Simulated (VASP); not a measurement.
# Ti in VASP: notebook

Ti is run at these levels: PBEsol; tasks: single point.

All numbers are computed with VASP 6.6.1; they aren't measurements. Logs are shortened: lines on timing, memory, paths and dates and some standing lists are left out, and cuts for length are marked.

## 1. The cell of the first run

The cell holds a slab with vacuum, 6 atoms: a = 2.901 Å, b = 4.593 Å, c = 21.863 Å, α = 90.00°, β = 90.00°, γ = 90.00°.

## 2. Single point, PBEsol

INCAR reads:

```
SYSTEM = Ti
  PREC = Accurate
  ENCUT = 520
  EDIFF = 1E-7
  ISMEAR = -1
  SIGMA = 0.1
  LREAL = .False.
  LASPH = .True.
  NELM = 80
  ALGO = Normal
  ISIF = 2
  LWAVE = .False.
  LCHARG = .True.
  LDIPOL = .True.
  IDIPOL = 3
  DIPOL = 0.5 0.5 0.500
  GGA = PS
  LELF = .True.
  LVHAR = .True.
  LVACPOTAV = .True.
  NBANDS = 45
```

KPOINTS reads:

```
regular mesh
0
Gamma
  13 8 1
  0 0 0
```

POSCAR reads:

```
Ti
1.0
    2.9012772668      0.0000000000      0.0000000000
    0.0000000000      4.5933578522      0.0000000000
    0.0000000000      0.0000000000     21.8627000000
Ti
6
Direct
    0.7500000000      0.7500000000      0.3699501108
    0.2500000000      0.2500000000      0.4082269824
    0.2500000000      0.7500000000      0.4790424738
    0.7500000000      0.2500000000      0.5209575266
    0.7500000000      0.7500000000      0.5917730176
    0.2500000000      0.2500000000      0.6300498888
```

Potentials or basis: VASP PAW PBE potentials, release 64 (Ti_sv).

Launch:

```bash
cat potpaw_PBE.64/Ti_sv/POTCAR > POTCAR
mpirun -np 1 vasp_std > vasp.out
```

OUTCAR:

```text
SYSTEM = Ti
   PREC = Accurate
   ENCUT = 520
   EDIFF = 1E-7
   ISMEAR = -1
   LREAL = .False.
   LASPH = .True.
   NELM = 80
   ISIF = 2
   GGA = PS

 ion  position               nearest neighbor table
   1  0.750  0.750  0.370-   3 2.79   3 2.79   2 2.84   2 2.84   2 2.84   2 2.84
   2  0.250  0.250  0.408-   3 2.77   3 2.77   1 2.84   1 2.84   1 2.84   1 2.84   4 2.86   4 2.86

   3  0.250  0.750  0.479-   2 2.77   2 2.77   1 2.79   1 2.79   5 2.86   5 2.86   4 2.87   4 2.87
                             4 2.87   4 2.87
   4  0.750  0.250  0.521-   5 2.77   5 2.77   6 2.79   6 2.79   2 2.86   2 2.86   3 2.87   3 2.87
                             3 2.87   3 2.87
   5  0.750  0.750  0.592-   4 2.77   4 2.77   6 2.84   6 2.84   6 2.84   6 2.84   3 2.86   3 2.86

   6  0.250  0.250  0.630-   4 2.79   4 2.79   5 2.84   5 2.84   5 2.84   5 2.84

  LATTYP: Found a simple orthorhombic cell.
 ALAT       =     2.9012772668
 B/A-ratio  =     1.5832191927
 C/A-ratio  =     7.5355431383

  Lattice vectors:

 A1 = (   2.9012772668,   0.0000000000,   0.0000000000)
 A2 = (   0.0000000000,   4.5933578522,   0.0000000000)
 A3 = (   0.0000000000,   0.0000000000,  21.8627000000)

Analysis of symmetry for initial positions (statically):
=====================================================================
 Subroutine PRICEL returns:
 Original cell was already a primitive cell.

 Routine SETGRP: Setting up the symmetry group for a
 simple orthorhombic supercell.

 Subroutine GETGRP returns: Found  8 space group operations
 (whereof  2 operations were pure point group operations)
 out of a pool of  8 trial point group operations.

The static configuration has the point symmetry S_2 .
 The point group associated with its full space group is D_2h.

Analysis of symmetry for dynamics (positions and initial velocities):
=====================================================================
 Subroutine PRICEL returns:
 Original cell was already a primitive cell.

 Routine SETGRP: Setting up the symmetry group for a
 simple orthorhombic supercell.

 Subroutine GETGRP returns: Found  8 space group operations
 (whereof  2 operations were pure point group operations)
 out of a pool of  8 trial point group operations.

The dynamic configuration has the point symmetry S_2 .
 The point group associated with its full space group is D_2h.

 Subroutine INISYM returns: Found  8 space group operations
 (whereof  2 operations are pure point group operations),
 and found     1 'primitive' translations

----------------------------------------------------------------------------------------

                                     Primitive cell

  volume of cell :     291.3556

  direct lattice vectors                    reciprocal lattice vectors
     2.901277267  0.000000000  0.000000000     0.344675778  0.000000000  0.000000000
     0.000000000  4.593357852  0.000000000     0.000000000  0.217705659  0.000000000
     0.000000000  0.000000000 21.862700000     0.000000000  0.000000000  0.045740005

  length of vectors
     2.901277267  4.593357852 21.862700000     0.344675778  0.217705659  0.045740005

  position of ions in fractional coordinates (direct lattice)
     0.750000000  0.750000000  0.369950111
     0.250000000  0.250000000  0.408226982
     0.250000000  0.750000000  0.479042474
     0.750000000  0.250000000  0.520957527
     0.750000000  0.750000000  0.591773018
     0.250000000  0.250000000  0.630049889

  ion indices of the primitive-cell ions
   primitive index   ion index
                 1           1
                 2           2
                 3           3
                 4           4
                 5           5
                 6           6

----------------------------------------------------------------------------------------

 KPOINTS: regular mesh

Automatic generation of k-mesh.
 Grid dimensions read from file:
 generate k-points for:   13    8    1

 Generating k-lattice:

  Cartesian coordinates                     Fractional coordinates (reciprocal lattice)
     0.026513521  0.000000000  0.000000000     0.076923077  0.000000000  0.000000000
     0.000000000  0.027213207  0.000000000     0.000000000  0.125000000  0.000000000
     0.000000000  0.000000000  0.045740005     0.000000000  0.000000000  1.000000000

  Length of vectors
     0.026513521  0.027213207  0.045740005

  Shift w.r.t. Gamma in fractional coordinates (k-lattice)
     0.000000000  0.000000000  0.000000000

 Subroutine IBZKPT returns following result:
 ===========================================

 Found     35 irreducible k-points:

 Following reciprocal coordinates:
            Coordinates               Weight
  0.000000  0.000000  0.000000      1.000000
  0.076923  0.000000  0.000000      2.000000
  0.153846  0.000000  0.000000      2.000000
  0.230769  0.000000  0.000000      2.000000
  0.307692  0.000000  0.000000      2.000000
  0.384615  0.000000  0.000000      2.000000
[... 16 lines left out ...]
  0.076923  0.375000  0.000000      4.000000
  0.153846  0.375000  0.000000      4.000000
 [... further k-points ...]
   k-points           NKPTS =     35   k-points in BZ     NKDIM =     35   number of bands    NBANDS=     45
   number of dos      NEDOS =    301   number of ions     NIONS =      6
   total plane-waves  NPLWV = 145152
   dimension x,y,z NGX =    24 NGY =   36 NGZ =  168
   dimension x,y,z NGXF=    48 NGYF=   72 NGZF=  336
   ions per type =               6
   NGX,Y,Z   is equivalent  to a cutoff of  13.75, 13.03, 12.77 a.u.
   NGXF,Y,Z  is equivalent  to a cutoff of  27.50, 26.06, 25.55 a.u.
 SYSTEM =  Ti
   PREC   = accura    normal or accurate (medium, high low for compatibility)
   ISTART =      0    job   : 0-new  1-cont  2-samecut
   ICHARG =      2    charge: 1-file 2-atom 10-const
   ISPIN  =      1    spin polarized calculation?
   LNONCOLLINEAR =      F non collinear calculations
   LSORBIT =      F    spin-orbit coupling
   LASPH  =      T    aspherical Exc in radial PAW
   ENCUT  =  520.0 eV  38.22 Ry    6.18 a.u.   5.39  8.54 40.65*2*pi/ulx,y,z
   NELM   =     80;   NELMIN=  2; NELMDL= -5     # of ELM steps
   EDIFF  = 0.1E-06   stopping-criterion for ELM
   LREAL  =      F    real-space projection
   EDIFFG = 0.1E-05   stopping-criterion for IOM
   NSW    =      0    number of steps for IOM
   IBRION =     -1    ionic relax: 0-MD 1-quasi-New 2-CG
   NFREE  =      0    steps in history (QN), initial steepest desc. (CG)
   ISIF   =      2    stress and relaxation
   ISYM   =      2    0-nonsym 1-usesym 2-fastsym
   POTIM  = 0.5000    time-step for ionic-motion
   TEBEG  =    0.0;   TEEND  =   0.0 temperature during run
   PSTRESS=    0.0 pullay stress
   NELECT =      72.0000    total number of electrons
   NUPDOWN=      -1.0000    fix difference up-down
   EMIN   =  10.00;   EMAX   =-10.00  energy-range for DOS
   EFERMI =   0.00;   METHOD = LEGACY
   ISMEAR =    -1;   SIGMA  =   0.10  broadening in eV -4-tet -1-fermi 0-gaus
   EFERMI_NEDOS =   21; number of points for ismear=-14 and -15
   IALGO  =     38    algorithm
   IMIX   =      4    mixing-type and parameters
     AMIX     =   0.40;   BMIX     =  1.00
     AMIX_MAG =   1.60;   BMIX_MAG =  1.00
  volume/ion in A,a.u.               =      48.56       327.69
  Fermi-wavevector in a.u.,A,eV,Ry     =   1.027333  1.941378 14.359766  1.055413
  Thomas-Fermi vector in A             =   2.161272
   LORBIT       =      0    0 simple, 1 ext, 2 COOP (PROOUT), +10 PAW based schemes
   GGA     = PS    functional components
   LHFCALC =     F    Hartree Fock is set to
   AEXX    =    0.0000 exact exchange contribution
   IVDW    =     0    specifies the selected vdW correction
   LEPSILON=     F    determine dielectric tensor
   LRPA    =     F    only Hartree local field effects (RPA)
 non-spin polarized calculation
  energy-cutoff  :      520.00
  volume of cell :      291.36
 maximum number of plane-waves:      7890
 NGX is ok and might be reduce to    24
   NGX = 11   NGY = 17   NGZ = 81

 dipolmoment           0.000000      0.000000      0.000000 electrons x Angstroem

 number of electron      72.0000020 magnetization

 dipolmoment           0.000000      0.000000     -0.000000 electrons x Angstroem

 Free energy of the ion-electron system (eV)
  ---------------------------------------------------
  ext. energy  EPLUGINS =         0.00000000
  ---------------------------------------------------
  free energy    TOTEN  =       -46.55860155 eV

  energy without entropy =      -46.22974020  energy(sigma->0) =      -46.39417087

 E-fermi :   0.5137     XC(G=0):  -5.0041

 val. band max:        0.5122103487   @ k =   0.3077   0.0000   0.0000
 cond. band min:       0.5175853689   @ k =   0.3846   0.3750   0.0000
 fundamental gap:      0.0053750203
 Fermi energy:         0.5137348264

 k-point     1 :       0.0000    0.0000    0.0000
  band No.  band energies     occupation
      1     -56.1902      2.00000
      2     -56.1860      2.00000
      3     -55.9600      2.00000
      4     -55.8961      2.00000
      5     -55.8510      2.00000
      6     -55.8213      2.00000
[... 37 lines left out ...]
     44       1.6849      0.00002
     45       1.6984      0.00001

 k-point     2 :       0.0769    0.0000    0.0000
  band No.  band energies     occupation
      1     -56.1868      2.00000
      2     -56.1829      2.00000
      3     -55.9569      2.00000
      4     -55.8944      2.00000
      5     -55.8489      2.00000
      6     -55.8202      2.00000
[... 37 lines left out ...]
     44       1.7366      0.00001
     45       1.7382      0.00001

 k-point     3 :       0.1538    0.0000    0.0000
  band No.  band energies     occupation
      1     -56.1773      2.00000
      2     -56.1743      2.00000
      3     -55.9482      2.00000
      4     -55.8899      2.00000
      5     -55.8428      2.00000
      6     -55.8174      2.00000
[... 37 lines left out ...]
     44       1.7810      0.00001
     45       1.8018      0.00001

 k-point     4 :       0.2308    0.0000    0.0000
  band No.  band energies     occupation
      1     -56.1640      2.00000
      2     -56.1621      2.00000
      3     -55.9352      2.00000
      4     -55.8842      2.00000
      5     -55.8342      2.00000
      6     -55.8137      2.00000
[... 901 lines left out ...]
     44       1.6463      0.00002
     45       1.7498      0.00001

 k-point    23 :       0.0769    0.3750    0.0000
  band No.  band energies     occupation
      1     -56.1760      2.00000
      2     -56.1747      2.00000
      3     -55.9306      2.00000
      4     -55.9054      2.00000
      5     -55.8573      2.00000
      6     -55.8475      2.00000
[... 37 lines left out ...]
     44       1.5656      0.00005
     45       1.6613      0.00002

 k-point    24 :       0.1538    0.3750    0.0000
  band No.  band energies     occupation
      1     -56.1683      2.00000
      2     -56.1674      2.00000
      3     -55.9221      2.00000
      4     -55.8979      2.00000
      5     -55.8518      2.00000
      6     -55.8437      2.00000
[... 37 lines left out ...]
     44       1.4527      0.00017
     45       1.7673      0.00001

 [... further k-points ...]

------------------------ aborting loop because EDIFF is reached ----------------------------------------

  FORCE on cell =-STRESS in cart. coord.  units (eV):
  Direction    XX          YY          ZZ          XY          YZ          ZX
  --------------------------------------------------------------------------------------
  -------------------------------------------------------------------------------------
  Total       -3.1818470     -2.1960493     -0.1751046      0.0000000      0.0000000      0.0000000
  in kB      -17.4971196    -12.0761737     -0.9629080      0.0000000      0.0000000      0.0000000
  external PRESSURE =     -10.1787338 kB  Pullay stress =       0.0000000 kB

 VOLUME and BASIS-vectors are now :
 -----------------------------------------------------------------------------
  energy-cutoff  :      520.00
  volume of cell :      291.36
      direct lattice vectors                 reciprocal lattice vectors
     2.901277267  0.000000000  0.000000000     0.344675778  0.000000000  0.000000000
     0.000000000  4.593357852  0.000000000     0.000000000  0.217705659  0.000000000
     0.000000000  0.000000000 21.862700000     0.000000000  0.000000000  0.045740005

 POSITION                                       TOTAL-FORCE (eV/Angst)
 -----------------------------------------------------------------------------------
      2.17596      3.44502      8.08811         0.000000      0.000000      0.018694
      0.72532      1.14834      8.92494         0.000000     -0.000000      0.011389
      0.72532      3.44502     10.47316         0.000000      0.000000     -0.011650
      2.17596      1.14834     11.38954         0.000000      0.000000      0.011650
      2.17596      3.44502     12.93776         0.000000     -0.000000     -0.011389
      0.72532      1.14834     13.77459         0.000000      0.000000     -0.018694
 -----------------------------------------------------------------------------------
    total drift:                                0.000000      0.000000     -0.000001

  FREE ENERGIE OF THE ION-ELECTRON SYSTEM (eV)
  ---------------------------------------------------
  free  energy   TOTEN  =       -46.5586015526 eV

  energy  without entropy=      -46.2297401971  energy(sigma->0) =      -46.39417087

 vacuum level on the upper side and lower side of the slab         4.441         4.441
```

It took 21 min on 1 thread of Oxide Virtual Turin-like, shared host; peak memory 0.52 GiB.

What came out:

```yaml
Free_energy: -46.5586 eV
Largest_force: 0.019 eV/Å
Band_gap_on_the_k_mesh: zero (bands 36 and 37 overlap by 0.37 eV)
```

Forces on the atoms (eV/Å):
```
Ti   0.000  0.000  0.019
Ti   0.000  0.000  0.011
Ti   0.000  0.000 -0.012
Ti   0.000  0.000  0.012
Ti   0.000  0.000 -0.011
Ti   0.000  0.000 -0.019
```

Caveat: the PAW data sets were made with another functional, which shifts forces and pressure a little.

## 3. Single point, PBEsol

INCAR reads:

```
SYSTEM = Ti
ALGO = Normal
DIPOL = 0.5 0.5 0.500
EDIFF = 1E-6
EFIELD = -0.2
ENCUT = 520
GGA = PS
IDIPOL = 3
ISIF = 2
ISMEAR = -1
LASPH = .True.
LCHARG = .True.
LDIPOL = .True.
LELF = .True.
LREAL = .False.
LVACPOTAV = .True.
LVHAR = .True.
LWAVE = .False.
NBANDS = 45
NELM = 80
PREC = Accurate
SIGMA = 0.1
```

KPOINTS reads:

```
k-points
0
Gamma
  13 8 1
  0 0 0
```

POSCAR is that of step 2.

Potentials or basis: VASP PAW PBE potentials, release 64 (Ti_sv).

Launch:

```bash
cat potpaw_PBE.64/Ti_sv/POTCAR > POTCAR
mpirun -np 1 vasp_std > vasp.out
```

OUTCAR:

```text
SYSTEM = Ti
   EDIFF = 1E-6
   ENCUT = 520
   GGA = PS
   ISIF = 2
   ISMEAR = -1
   LASPH = .True.
   LREAL = .False.
   NELM = 80
   PREC = Accurate

 ion  position               nearest neighbor table
   1  0.750  0.750  0.370-   3 2.79   3 2.79   2 2.84   2 2.84   2 2.84   2 2.84
   2  0.250  0.250  0.408-   3 2.77   3 2.77   1 2.84   1 2.84   1 2.84   1 2.84   4 2.86   4 2.86

   3  0.250  0.750  0.479-   2 2.77   2 2.77   1 2.79   1 2.79   5 2.86   5 2.86   4 2.87   4 2.87
                             4 2.87   4 2.87
   4  0.750  0.250  0.521-   5 2.77   5 2.77   6 2.79   6 2.79   2 2.86   2 2.86   3 2.87   3 2.87
                             3 2.87   3 2.87
   5  0.750  0.750  0.592-   4 2.77   4 2.77   6 2.84   6 2.84   6 2.84   6 2.84   3 2.86   3 2.86

   6  0.250  0.250  0.630-   4 2.79   4 2.79   5 2.84   5 2.84   5 2.84   5 2.84

  LATTYP: Found a simple orthorhombic cell.
 ALAT       =     2.9012772668
 B/A-ratio  =     1.5832191927
 C/A-ratio  =     7.5355431383

  Lattice vectors:

 A1 = (   2.9012772668,   0.0000000000,   0.0000000000)
 A2 = (   0.0000000000,   4.5933578522,   0.0000000000)
 A3 = (   0.0000000000,   0.0000000000,  21.8627000000)

Analysis of symmetry for initial positions (statically):
[... 192 lines left out ...]
 fundamental gap:      0.0051670324
 Fermi energy:         0.5091002107

 k-point     1 :       0.0000    0.0000    0.0000
  band No.  band energies     occupation
      1     -56.1971      2.00000
      2     -56.1885      2.00000
      3     -55.9647      2.00000
      4     -55.9008      2.00000
      5     -55.8557      2.00000
      6     -55.8260      2.00000
[... 1141 lines left out ...]
     44       1.4480      0.00017
     45       1.7487      0.00001

 [... further k-points ...]

------------------------ aborting loop because EDIFF is reached ----------------------------------------

  FORCE on cell =-STRESS in cart. coord.  units (eV):
  Direction    XX          YY          ZZ          XY          YZ          ZX
  --------------------------------------------------------------------------------------
  -------------------------------------------------------------------------------------
  Total       -3.1740019     -2.1872432     -0.1882046      0.0000000      0.0000000      0.0000000
  in kB      -17.4539790    -12.0277489     -1.0349456      0.0000000      0.0000000      0.0000000
  external PRESSURE =     -10.1722245 kB  Pullay stress =       0.0000000 kB

 VOLUME and BASIS-vectors are now :
 -----------------------------------------------------------------------------
  energy-cutoff  :      520.00
  volume of cell :      291.36
      direct lattice vectors                 reciprocal lattice vectors
     2.901277267  0.000000000  0.000000000     0.344675778  0.000000000  0.000000000
     0.000000000  4.593357852  0.000000000     0.000000000  0.217705659  0.000000000
     0.000000000  0.000000000 21.862700000     0.000000000  0.000000000  0.045740005

 POSITION                                       TOTAL-FORCE (eV/Angst)
 -----------------------------------------------------------------------------------
      2.17596      3.44502      8.08811         0.000000      0.000000      0.041296
      0.72532      1.14834      8.92494         0.000000      0.000000     -0.005344
      0.72532      3.44502     10.47316         0.000000      0.000000     -0.019126
      2.17596      1.14834     11.38954         0.000000      0.000000      0.004319
      2.17596      3.44502     12.93776         0.000000      0.000000     -0.028176
      0.72532      1.14834     13.77459         0.000000      0.000000      0.007032
 -----------------------------------------------------------------------------------
    total drift:                                0.000000      0.000000     -0.000050

  FREE ENERGIE OF THE ION-ELECTRON SYSTEM (eV)
  ---------------------------------------------------
  free  energy   TOTEN  =       -46.5729802774 eV

  energy  without entropy=      -46.2442209896  energy(sigma->0) =      -46.40860063
```

OSZICAR:

```text
N       E                     dE             d eps       ncg     rms          rms(c)
DAV:   1     0.889540179248E+03    0.88954E+03   -0.39563E+04  3710   0.160E+03
DAV:   2     0.709628960437E+02   -0.81858E+03   -0.80567E+03  3266   0.517E+02
DAV:   3    -0.328381098949E+02   -0.10380E+03   -0.10150E+03  5127   0.162E+02
[... 26 lines left out ...]
DAV:  30    -0.465729729896E+02   -0.96442E-05   -0.54380E-07  2253   0.464E-03    0.100E-03
DAV:  31    -0.465729755617E+02   -0.25720E-05   -0.25036E-07  2168   0.316E-03    0.808E-04
DAV:  32    -0.465729785686E+02   -0.30069E-05   -0.16916E-07  2138   0.180E-03    0.805E-04
DAV:  33    -0.465729797970E+02   -0.12284E-05   -0.10069E-07  2030   0.152E-03    0.620E-04
DAV:  34    -0.465729802774E+02   -0.48040E-06   -0.67061E-08  1984   0.110E-03
   1 F= -.46572980E+02 E0= -.46408601E+02  d E =-.328759E+00
```

stdout:

```text
POSCAR found type information on POSCAR Ti
 POSCAR found :  1 types and       6 ions
 scaLAPACK will be used
 -----------------------------------------------------------------------------
|                                                                             |
[... 39 lines left out ...]
|     field-free region was found. Please increase the size of  your cell     |
|     in the dimension of the dipole correction to obtain accurate            |
|     workfunction values.                                                    |
|                                                                             |
 -----------------------------------------------------------------------------
```

It took 40 min on 1 thread of Oxide Virtual Turin-like, shared host; peak memory 0.51 GiB.

Results:

```
Free energy            : -46.5730 eV
Largest force          : 0.041 eV/Å
Band gap on the k mesh : zero (bands 36 and 37 overlap by 0.38 eV)
```

Forces on the atoms (eV/Å):
```
Ti   0.000  0.000  0.041
Ti   0.000  0.000 -0.005
Ti   0.000  0.000 -0.019
Ti   0.000  0.000  0.004
Ti   0.000  0.000 -0.028
Ti   0.000  0.000  0.007
```

Caveat: the PAW data sets were made with another functional, which shifts forces and pressure a little.
